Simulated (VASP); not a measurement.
# Sb (P6_3/mmc) in VASP: a series of runs, part 2 of 2

VASP 6.6.1. The steps go on from the part before.

## Step 4: Electric field gradients, PBEsol (equal xx and yy strain of +2 %)

Input file INCAR:

```
SYSTEM = Sb
PREC = Accurate
ENCUT = 520
EDIFF = 1E-8
ISMEAR = -1
SIGMA = 0.05
LREAL = .False.
LASPH = .True.
NELM = 80
ALGO = Normal
ISIF = 2
LWAVE = .False.
LCHARG = .False.
GGA = PS
LEFG = .True.
NBANDS = 12
```

Input file KPOINTS:

```
regular mesh
0
Gamma
  12 12 7
  0 0 0
```

Input file POSCAR:

```
Sb
1.0
    3.4363801831      0.0000000000      0.0000000000
   -1.7181900916      2.9759925356      0.0000000000
    0.0000000000      0.0000000000      5.3300000000
Sb
2
Direct
    0.3333333333      0.6666666667      0.2500000000
    0.6666666667      0.3333333333      0.7500000000
```

Potentials or basis: VASP PAW PBE potentials, release 64 (Sb).

The run is started by

```console
$ cat potpaw_PBE.64/Sb/POTCAR > POTCAR
$ mpirun -np 1 vasp_std > vasp.out
```

OUTCAR:

```text
SYSTEM = Sb
   PREC = Accurate
   ENCUT = 520
   EDIFF = 1E-8
   ISMEAR = -1
   LREAL = .False.
   LASPH = .True.
   NELM = 80
   ISIF = 2
   GGA = PS

 ion  position               nearest neighbor table
   1  0.333  0.667  0.250-   2 3.32   2 3.32   2 3.32   2 3.32   2 3.32   2 3.32
   2  0.667  0.333  0.750-   1 3.32   1 3.32   1 3.32   1 3.32   1 3.32   1 3.32

  LATTYP: Found a hexagonal cell.
 ALAT       =     3.4363801831
 C/A-ratio  =     1.5510507325

  Lattice vectors:

 A1 = (   3.4363801831,   0.0000000000,   0.0000000000)
 A2 = (  -1.7181900916,   2.9759925356,   0.0000000000)
[... 575 lines left out ...]
  free  energy   TOTEN  =        -8.6658076409 eV

  energy  without entropy=       -8.6566526978  energy(sigma->0) =       -8.66123017

 Electric field gradients (V/A^2)
---------------------------------------------------------------------
 ion       V_xx      V_yy      V_zz      V_xy      V_xz      V_yz
---------------------------------------------------------------------
   1      -9.778    -9.778    19.555     0.000     0.000    -0.000
   2      -9.778    -9.778    19.555     0.000    -0.000     0.000
---------------------------------------------------------------------

 Electric field gradients after diagonalization (V/A^2)
 (convention: |V_zz| > |V_xx| > |V_yy|)
----------------------------------------------------------------------
 ion       V_xx      V_yy      V_zz     asymmetry (V_yy - V_xx)/ V_zz
----------------------------------------------------------------------
   1      -9.778    -9.777    19.555       0.000
   2      -9.778    -9.777    19.555       0.000
----------------------------------------------------------------------

           NMR quadrupolar parameters

 Cq : quadrupolar parameter    Cq=e*Q*V_zz/h
 eta: asymmetry parameters     (V_yy - V_xx)/ V_zz
 Q  : nuclear electric quadrupole moment in mb (millibarn)
----------------------------------------------------------------------
 ion       Cq(MHz)       eta       Q (mb)
----------------------------------------------------------------------
   1       0.047       0.000       1.000
   2       0.047       0.000       1.000
----------------------------------------------------------------------
```

OSZICAR:

```text
N       E                     dE             d eps       ncg     rms          rms(c)
DAV:   1     0.328636462657E+02    0.32864E+02   -0.36054E+03  1824   0.663E+02
DAV:   2    -0.693968589699E+01   -0.39803E+02   -0.38638E+02  2392   0.108E+02
DAV:   3    -0.866709697113E+01   -0.17274E+01   -0.17144E+01  2304   0.251E+01
DAV:   4    -0.868015544870E+01   -0.13058E-01   -0.13057E-01  2072   0.265E+00
DAV:   5    -0.868029823803E+01   -0.14279E-03   -0.14279E-03  2236   0.303E-01    0.227E+00
DAV:   6    -0.867082914207E+01    0.94691E-02   -0.44730E-03  2044   0.316E-01    0.129E+00
DAV:   7    -0.866581432293E+01    0.50148E-02   -0.83471E-03  1920   0.432E-01    0.430E-02
DAV:   8    -0.866580852684E+01    0.57961E-05   -0.10383E-04  2212   0.739E-02    0.145E-02
DAV:   9    -0.866580875691E+01   -0.23007E-06   -0.17308E-06  2096   0.102E-02    0.351E-03
DAV:  10    -0.866580798407E+01    0.77285E-06   -0.32611E-07  2072   0.318E-03    0.322E-03
DAV:  11    -0.866580763126E+01    0.35281E-06   -0.80218E-09  1604   0.655E-04    0.295E-04
DAV:  12    -0.866580764091E+01   -0.96531E-08   -0.11496E-09  1156   0.244E-04
   1 F= -.86658076E+01 E0= -.86612302E+01  d E =-.915494E-02
```

stdout:

```text
POSCAR found type information on POSCAR Sb
 POSCAR found :  1 types and       2 ions
 scaLAPACK will be used
 -----------------------------------------------------------------------------
|                                                                             |
|                                                                             |
|     You enforced a specific xc type in the INCAR file but a different       |
|     I HOPE YOU KNOW WHAT YOU ARE DOING!                                     |
|                                                                             |
 -----------------------------------------------------------------------------

 LDA part: xc-table for (Slater+PW92), standard interpolation
 POSCAR, INCAR and KPOINTS ok, starting setup
 FFT: planning ... GRIDC
 FFT: planning ... GRID_SOFT
 FFT: planning ... GRID
 WAVECAR not read
 entering main loop
ion   1

ion   2
```

Run time: 55 s. Hardware: 1 thread of AMD EPYC 7R13, shared host; peak memory 0.17 GiB.

Results:

```
Free energy                             : -8.6658 eV
Pressure                                : -2.7 GPa
Band gap on the k mesh                  : zero (bands 5 and 6 overlap by 6.41 eV)
Largest electric field gradient by atom : Sb +19.6 V/Å²
```

Stress tensor (GPa, compression positive):
```
-2.53  0.00  0.00
 0.00 -2.53  0.00
 0.00  0.00 -2.92
```

Electric field gradients, principal values (V/Å²):
```csv
atom,least,middle,greatest (by size)
1 Sb,-9.777,-9.778,19.555
2 Sb,-9.777,-9.778,19.555
```

Caveat: the cell differs from its parent crystal (equal xx and yy strain of +2 %); without QUAD_EFG the Cq values of the log hold for a quadrupole moment of 1 mb, not for the nuclei; the PAW data sets were made with another functional, which shifts forces and pressure a little; spin-orbit coupling is left out, which moves the levels of the heavy elements.

## Step 5: Electric field gradients, PBEsol (27.77 Å³/atom)

This run uses another cell than the first one, of 27.77 Å³/atom.

Input file INCAR:

```
ALGO = Normal
EDIFF = 1E-8
ENCUT = 520
GGA = PS
ISIF = 2
ISMEAR = -1
LASPH = True
LCHARG = False
LEFG = True
LREAL = False
LWAVE = False
NBANDS = 12
NELM = 100
PREC = Accurate
SIGMA = 0.05
```

Input file KPOINTS:

```
k-points
0
Gamma
  12 12 7
```

Input file POSCAR:

```
Sb
1.0
    3.4350757818      0.0000000000      0.0000000000
   -1.7175378909      2.9748628909      0.0000000000
    0.0000000000      0.0000000000      5.4345363435
Sb
2
Direct
    0.3333333333      0.6666666667      0.2500000000
    0.6666666667      0.3333333333      0.7500000000
```

Potentials or basis: VASP PAW PBE potentials, release 64 (Sb).

The run is started by

```console
$ cat potpaw_PBE.64/Sb/POTCAR > POTCAR
$ mpirun -np 1 vasp_std > vasp.out
```

OUTCAR:

```text
EDIFF = 1E-8
   ENCUT = 520
   GGA = PS
   ISIF = 2
   ISMEAR = -1
   LASPH = True
   LREAL = False
   NELM = 100
   PREC = Accurate

 ion  position               nearest neighbor table
   1  0.333  0.667  0.250-   2 3.36   2 3.36   2 3.36   2 3.36   2 3.36   2 3.36
   2  0.667  0.333  0.750-   1 3.36   1 3.36   1 3.36   1 3.36   1 3.36   1 3.36

  LATTYP: Found a hexagonal cell.
 ALAT       =     3.4350757818
 C/A-ratio  =     1.5820717471

  Lattice vectors:

 A1 = (   3.4350757818,   0.0000000000,   0.0000000000)
 A2 = (  -1.7175378909,   2.9748628909,   0.0000000000)
 A3 = (   0.0000000000,   0.0000000000,   5.4345363435)

Analysis of symmetry for initial positions (statically):
=====================================================================
 Subroutine PRICEL returns:
 Original cell was already a primitive cell.

 Routine SETGRP: Setting up the symmetry group for a
[... 553 lines left out ...]
  energy-cutoff  :      520.00
  volume of cell :       55.53
      direct lattice vectors                 reciprocal lattice vectors
     3.435075782  0.000000000  0.000000000     0.291114393  0.168074973  0.000000000
    -1.717537891  2.974862891  0.000000000     0.000000000  0.336149946  0.000000000
     0.000000000  0.000000000  5.434536343     0.000000000  0.000000000  0.184008338

 POSITION                                       TOTAL-FORCE (eV/Angst)
 -----------------------------------------------------------------------------------
     -0.00000      1.98324      1.35863         0.000000     -0.000000      0.000000
      1.71754      0.99162      4.07590        -0.000000      0.000000      0.000000
 -----------------------------------------------------------------------------------
    total drift:                               -0.000000      0.000000      0.000000

  FREE ENERGIE OF THE ION-ELECTRON SYSTEM (eV)
  ---------------------------------------------------
  free  energy   TOTEN  =        -8.6414937915 eV

  energy  without entropy=       -8.6311735766  energy(sigma->0) =       -8.63633368

 Electric field gradients (V/A^2)
---------------------------------------------------------------------
 ion       V_xx      V_yy      V_zz      V_xy      V_xz      V_yz
---------------------------------------------------------------------
   1     -11.309   -11.309    22.617     0.000     0.000    -0.000
   2     -11.309   -11.309    22.617     0.000    -0.000     0.000
---------------------------------------------------------------------

 Electric field gradients after diagonalization (V/A^2)
 (convention: |V_zz| > |V_xx| > |V_yy|)
----------------------------------------------------------------------
 ion       V_xx      V_yy      V_zz     asymmetry (V_yy - V_xx)/ V_zz
----------------------------------------------------------------------
   1     -11.309   -11.309    22.617       0.000
   2     -11.309   -11.309    22.617       0.000
----------------------------------------------------------------------

           NMR quadrupolar parameters

 Cq : quadrupolar parameter    Cq=e*Q*V_zz/h
 eta: asymmetry parameters     (V_yy - V_xx)/ V_zz
 Q  : nuclear electric quadrupole moment in mb (millibarn)
----------------------------------------------------------------------
 ion       Cq(MHz)       eta       Q (mb)
----------------------------------------------------------------------
   1       0.055       0.000       1.000
   2       0.055       0.000       1.000
----------------------------------------------------------------------
```

It took 48 s on 1 thread of AMD EPYC 7R13, shared host; peak memory 0.17 GiB.

What came out:

* Free energy: -8.6415 eV
* Pressure: -3.7 GPa
* Band gap on the k mesh: zero (bands 5 and 6 overlap by 6.46 eV)
* Largest electric field gradient by atom: Sb +22.6 V/Å²

Stress tensor (GPa, compression positive):
```
-3.33  0.00  0.00
 0.00 -3.33  0.00
 0.00  0.00 -4.45
```

Electric field gradients, principal values (V/Å²):
```tsv
atom	least	middle	greatest (by size)
1 Sb	-11.309	-11.309	22.617
2 Sb	-11.309	-11.309	22.617
```

Caveat: the cell stands under tension; without QUAD_EFG the Cq values of the log hold for a quadrupole moment of 1 mb, not for the nuclei; the PAW data sets were made with another functional, which shifts forces and pressure a little; spin-orbit coupling is left out, which moves the levels of the heavy elements.

## Step 6: The runs side by side

```csv
cell,gap on the mesh (eV),pressure (GPa)
"a = 3.391, b = 3.391, c = 5.365 Å, angles 90.0, 90.0, 120.0°, 2 atoms",none,-1.5
"a = 3.436, b = 3.436, c = 5.330 Å, angles 90.0, 90.0, 120.0°, 2 atoms",none,-2.7
"a = 3.435, b = 3.435, c = 5.435 Å, angles 90.0, 90.0, 120.0°, 2 atoms",none,-3.7
```

Alike in all rows: task electric field gradients; level PBEsol; potentials or basis VASP PAW PBE potentials, release 64 (Sb); no spin polarisation; k mesh 12 × 12 × 7; cutoff (eV) 520; smearing fermi-dirac 0.05 eV.

Caveats: the PAW data sets were made with another functional, which shifts forces and pressure a little; spin-orbit coupling is left out, which moves the levels of the heavy elements; the cell stands under tension (at least some runs).

Absolute energies hang on the potentials; compare differences alone.
